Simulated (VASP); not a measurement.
# HfN (P6_3/mmc) in VASP: a series of runs

HfN is run at these levels: LDA; tasks: single point.

All numbers are computed with VASP 6.6.1; they aren't measurements. Logs are shortened: lines on timing, memory, paths and dates and some standing lists are left out, and cuts for length are marked.

## Step 1: The cell of the first run

Symmetry: P6_3/mmc, No. 194, hexagonal system. The conventional cell has a = 3.162 Å, b = 3.162 Å, c = 5.464 Å, α = 90.00°, β = 90.00°, γ = 120.00°. Within 3.0 Å of Hf (site symmetry -6m2) lie 6 N at 2.28 Å. Within 3.0 Å of N (site symmetry -3m) lie 6 Hf at 2.28 Å and 2 N at 2.73 Å.

## Step 2: Single point, LDA

INCAR

```
  ALGO = Normal
  EDIFF = 1E-7
  ENCUT = 520
  ISIF = 2
  ISMEAR = 1
  LASPH = True
  LCHARG = True
  LELF = True
  LREAL = False
  LVHAR = True
  LWAVE = False
  NBANDS = 23
  NELM = 100
  PREC = Accurate
  SIGMA = 0.1
```

KPOINTS

```
k-points
0
Gamma
  8 8 4
```

POSCAR

```
HfN
1.0
    3.1615229646      0.0000000000      0.0000000000
   -1.5807564383      2.7379534789      0.0000000000
    0.0000000000      0.0000000000      5.4644973050
Hf N
2 2
Direct
    0.6666666667      0.3333333333      0.7500000000
    0.3333333333      0.6666666667      0.2500000000
    0.0000000000      0.0000000000      0.0000000000
    0.0000000000      0.0000000000      0.5000000000
```

Potentials or basis: VASP PAW LDA potentials, release 64 (Hf_pv, N).

Run with:

```
$ cat potpaw_LDA.64/Hf_pv/POTCAR potpaw_LDA.64/N/POTCAR > POTCAR
$ mpirun -np 1 vasp_std > vasp.out
```

OUTCAR:

```text
EDIFF = 1E-7
   ENCUT = 520
   ISIF = 2
   ISMEAR = 1
   LASPH = True
   LREAL = False
   NELM = 100
   PREC = Accurate

 ion  position               nearest neighbor table
   1  0.667  0.333  0.750-   3 2.28   4 2.28   3 2.28   4 2.28   3 2.28   4 2.28   2 3.29   2 3.29
                             2 3.29   2 3.29   2 3.29   2 3.29
   2  0.333  0.667  0.250-   3 2.28   4 2.28   3 2.28   4 2.28   3 2.28   4 2.28   1 3.29   1 3.29
                             1 3.29   1 3.29   1 3.29   1 3.29
   3  0.000  0.000  0.000-   2 2.28   1 2.28   2 2.28   1 2.28   1 2.28   2 2.28
   4  0.000  0.000  0.500-   2 2.28   1 2.28   2 2.28   1 2.28   1 2.28   2 2.28

  LATTYP: Found a hexagonal cell.
 ALAT       =     3.1615229646
 C/A-ratio  =     1.7284382768

  Lattice vectors:

 A1 = (   3.1615229646,   0.0000000000,   0.0000000000)
 A2 = (  -1.5807564383,   2.7379534789,   0.0000000000)
 A3 = (   0.0000000000,   0.0000000000,   5.4644973050)

Analysis of symmetry for initial positions (statically):
=====================================================================
 Subroutine PRICEL returns:
 Original cell was already a primitive cell.

 Routine SETGRP: Setting up the symmetry group for a
 hexagonal supercell.

 Subroutine GETGRP returns: Found 24 space group operations
 (whereof 12 operations were pure point group operations)
 out of a pool of 24 trial point group operations.

The static configuration has the point symmetry D_3d.
 The point group associated with its full space group is D_6h.

Analysis of symmetry for dynamics (positions and initial velocities):
=====================================================================
 Subroutine PRICEL returns:
 Original cell was already a primitive cell.

 Routine SETGRP: Setting up the symmetry group for a
 hexagonal supercell.

 Subroutine GETGRP returns: Found 24 space group operations
 (whereof 12 operations were pure point group operations)
 out of a pool of 24 trial point group operations.

The dynamic configuration has the point symmetry D_3d.
 The point group associated with its full space group is D_6h.

 Subroutine INISYM returns: Found 24 space group operations
 (whereof 12 operations are pure point group operations),
 and found     1 'primitive' translations

----------------------------------------------------------------------------------------

                                     Primitive cell

  volume of cell :      47.3013

  direct lattice vectors                    reciprocal lattice vectors
     3.161522965  0.000000000  0.000000000     0.316303254  0.182617568  0.000000000
    -1.580756438  2.737953479  0.000000000     0.000000000  0.365236301  0.000000000
     0.000000000  0.000000000  5.464497305     0.000000000  0.000000000  0.182999450

  length of vectors
     3.161522965  3.161515486  5.464497305     0.365235437  0.365236301  0.182999450

  position of ions in fractional coordinates (direct lattice)
     0.666666667  0.333333333  0.750000000
     0.333333333  0.666666667  0.250000000
     0.000000000  0.000000000  0.000000000
     0.000000000  0.000000000  0.500000000

  ion indices of the primitive-cell ions
   primitive index   ion index
                 1           1
                 2           2
                 3           3
                 4           4

----------------------------------------------------------------------------------------

 KPOINTS: k-points

Automatic generation of k-mesh.
 Grid dimensions read from file:
 generate k-points for:    8    8    4

 Generating k-lattice:

  Cartesian coordinates                     Fractional coordinates (reciprocal lattice)
     0.039537907  0.022827196  0.000000000     0.125000000  0.000000000  0.000000000
     0.000000000  0.045654538  0.000000000     0.000000000  0.125000000  0.000000000
     0.000000000  0.000000000  0.045749862     0.000000000  0.000000000  0.250000000

  Length of vectors
     0.045654430  0.045654538  0.045749862

  Shift w.r.t. Gamma in fractional coordinates (k-lattice)
     0.000000000  0.000000000  0.000000000

 Subroutine IBZKPT returns following result:
 ===========================================

 Found     30 irreducible k-points:

 Following reciprocal coordinates:
            Coordinates               Weight
  0.000000  0.000000  0.000000      1.000000
  0.125000  0.000000  0.000000      6.000000
  0.250000  0.000000  0.000000      6.000000
  0.375000  0.000000  0.000000      6.000000
  0.500000  0.000000  0.000000      3.000000
  0.125000  0.125000  0.000000      6.000000
[... 16 lines left out ...]
  0.250000  0.000000  0.500000      6.000000
  0.375000  0.000000  0.500000      6.000000
 [... further k-points ...]
   k-points           NKPTS =     30   k-points in BZ     NKDIM =     30   number of bands    NBANDS=     23
   number of dos      NEDOS =    301   number of ions     NIONS =      4
   total plane-waves  NPLWV =  24192
   dimension x,y,z NGX =    24 NGY =   24 NGZ =   42
   dimension x,y,z NGXF=    48 NGYF=   48 NGZF=   84
   ions per type =               2   2
   NGX,Y,Z   is equivalent  to a cutoff of  12.62, 12.62, 12.78 a.u.
   NGXF,Y,Z  is equivalent  to a cutoff of  25.24, 25.24, 25.56 a.u.
 SYSTEM =  unknown system
   PREC   = accura    normal or accurate (medium, high low for compatibility)
   ISTART =      0    job   : 0-new  1-cont  2-samecut
   ICHARG =      2    charge: 1-file 2-atom 10-const
   ISPIN  =      1    spin polarized calculation?
   LNONCOLLINEAR =      F non collinear calculations
   LSORBIT =      F    spin-orbit coupling
   LASPH  =      T    aspherical Exc in radial PAW
   ENCUT  =  520.0 eV  38.22 Ry    6.18 a.u.   5.88  5.88 10.16*2*pi/ulx,y,z
   NELM   =    100;   NELMIN=  2; NELMDL= -5     # of ELM steps
   EDIFF  = 0.1E-06   stopping-criterion for ELM
   LREAL  =      F    real-space projection
   EDIFFG = 0.1E-05   stopping-criterion for IOM
   NSW    =      0    number of steps for IOM
   IBRION =     -1    ionic relax: 0-MD 1-quasi-New 2-CG
   NFREE  =      0    steps in history (QN), initial steepest desc. (CG)
   ISIF   =      2    stress and relaxation
   ISYM   =      2    0-nonsym 1-usesym 2-fastsym
   POTIM  = 0.5000    time-step for ionic-motion
   TEBEG  =    0.0;   TEEND  =   0.0 temperature during run
   PSTRESS=    0.0 pullay stress
   NELECT =      30.0000    total number of electrons
   NUPDOWN=      -1.0000    fix difference up-down
   EMIN   =  10.00;   EMAX   =-10.00  energy-range for DOS
   EFERMI =   0.00;   METHOD = LEGACY
   ISMEAR =     1;   SIGMA  =   0.10  broadening in eV -4-tet -1-fermi 0-gaus
   EFERMI_NEDOS =   21; number of points for ismear=-14 and -15
   IALGO  =     38    algorithm
   IMIX   =      4    mixing-type and parameters
     AMIX     =   0.40;   BMIX     =  1.00
     AMIX_MAG =   1.60;   BMIX_MAG =  1.00
  volume/ion in A,a.u.               =      11.83        79.80
  Fermi-wavevector in a.u.,A,eV,Ry     =   1.406558  2.658010 26.917848  1.978406
  Thomas-Fermi vector in A             =   2.528906
   LORBIT       =      0    0 simple, 1 ext, 2 COOP (PROOUT), +10 PAW based schemes
   GGA     = CA    functional components
   LHFCALC =     F    Hartree Fock is set to
   AEXX    =    0.0000 exact exchange contribution
   IVDW    =     0    specifies the selected vdW correction
   LEPSILON=     F    determine dielectric tensor
   LRPA    =     F    only Hartree local field effects (RPA)
 non-spin polarized calculation
 Methfessel and Paxton  Order N= 1 SIGMA  =   0.10
  energy-cutoff  :      520.00
  volume of cell :       47.30
 maximum number of plane-waves:      1300
 NGX is ok and might be reduce to    24
   NGX = 11   NGY = 11   NGZ = 21

 number of electron      30.0000005 magnetization

 Free energy of the ion-electron system (eV)
  ---------------------------------------------------
  ext. energy  EPLUGINS =         0.00000000
  ---------------------------------------------------
  free energy    TOTEN  =       -47.42165201 eV

  energy without entropy =      -47.41596524  energy(sigma->0) =      -47.41975642

 E-fermi :   7.3625     XC(G=0): -12.8565

 val. band max:        7.3541013217   @ k =   0.1250   0.0000   0.0000
 cond. band min:       7.3818640285   @ k =   0.1250   0.0000   0.2500
 fundamental gap:      0.0277627068
 Fermi energy:         7.3625475885

 k-point     1 :       0.0000    0.0000    0.0000
  band No.  band energies     occupation
      1     -24.0257      2.00000
      2     -23.2308      2.00000
      3     -23.1341      2.00000
      4     -23.1341      2.00000
      5     -23.0765      2.00000
      6     -23.0765      2.00000
[... 15 lines left out ...]
     22      12.9325      0.00000
     23      12.9325      0.00000

 k-point     2 :       0.1250    0.0000    0.0000
  band No.  band energies     occupation
      1     -23.9752      2.00000
      2     -23.2562      2.00000
      3     -23.2359      2.00000
      4     -23.1917      2.00000
      5     -23.1711      2.00000
      6     -23.0894      2.00000
[... 15 lines left out ...]
     22      12.4130      0.00000
     23      12.8840      0.00000

 k-point     3 :       0.2500    0.0000    0.0000
  band No.  band energies     occupation
      1     -23.8423      2.00000
      2     -23.5534      2.00000
      3     -23.4445      2.00000
      4     -23.2578      2.00000
      5     -23.2505      2.00000
      6     -23.1292      2.00000
[... 15 lines left out ...]
     22      12.4568      0.00000
     23      12.6882      0.00000
[... 495 lines left out ...]
 k-point    23 :       0.2500    0.0000    0.5000
  band No.  band energies     occupation
      1     -23.6818      2.00000
      2     -23.6818      2.00000
      3     -23.3714      2.00000
      4     -23.3714      2.00000
      5     -23.1902      2.00000
      6     -23.1902      2.00000
[... 15 lines left out ...]
     22      12.4409      0.00000
     23      13.6312      0.00000

 k-point    24 :       0.3750    0.0000    0.5000
  band No.  band energies     occupation
      1     -23.8521      2.00000
      2     -23.8521      2.00000
      3     -23.3983      2.00000
      4     -23.3983      2.00000
      5     -23.2493      2.00000
      6     -23.2493      2.00000
[... 15 lines left out ...]
     22      12.7693      0.00000
     23      14.4549      0.00000

 [... further k-points ...]
[... 5 lines left out ...]
  --------------------------------------------------------------------------------------
  -------------------------------------------------------------------------------------
  Total       -4.7613748     -4.7613549     -4.8112843     -0.0000088     -0.0000000      0.0000000
  in kB     -161.2762175   -161.2755433   -162.9667422     -0.0002971     -0.0000000      0.0000000
  external PRESSURE =    -161.8395010 kB  Pullay stress =       0.0000000 kB

 VOLUME and BASIS-vectors are now :
 -----------------------------------------------------------------------------
  energy-cutoff  :      520.00
  volume of cell :       47.30
      direct lattice vectors                 reciprocal lattice vectors
     3.161522965  0.000000000  0.000000000     0.316303254  0.182617568  0.000000000
    -1.580756438  2.737953479  0.000000000     0.000000000  0.365236301  0.000000000
     0.000000000  0.000000000  5.464497305     0.000000000  0.000000000  0.182999450

 POSITION                                       TOTAL-FORCE (eV/Angst)
 -----------------------------------------------------------------------------------
      1.58076      0.91265      4.09837         0.000000      0.000000      0.000000
      0.00000      1.82530      1.36612        -0.000000     -0.000000      0.000000
      0.00000      0.00000      0.00000        -0.000000     -0.000000      0.000000
      0.00000      0.00000      2.73225        -0.000000     -0.000000      0.000000
 -----------------------------------------------------------------------------------
    total drift:                                0.000000     -0.000000      0.000000

  FREE ENERGIE OF THE ION-ELECTRON SYSTEM (eV)
  ---------------------------------------------------
  free  energy   TOTEN  =       -47.4216520114 eV

  energy  without entropy=      -47.4159652372  energy(sigma->0) =      -47.41975642
```

It took 17 s on 1 thread of AMD EPYC 9R45 (Zen 5), shared host; peak memory 0.13 GiB.

What came out:

| Property | Result |
| --- | --- |
| Free energy | -47.4217 eV |
| Pressure | -16.2 GPa |
| Band gap on the k mesh | zero (bands 15 and 16 overlap by 2.20 eV) |

Stress tensor (GPa, compression positive):
```
-16.13   0.00   0.00
  0.00 -16.13   0.00
  0.00   0.00 -16.30
```

Caveat: the cell stands under tension; spin-orbit coupling is left out, which moves the levels of the heavy elements.

[end of part 1 of 2]

The gap in the log of VASP goes by the Fermi energy; the results here count the filled bands.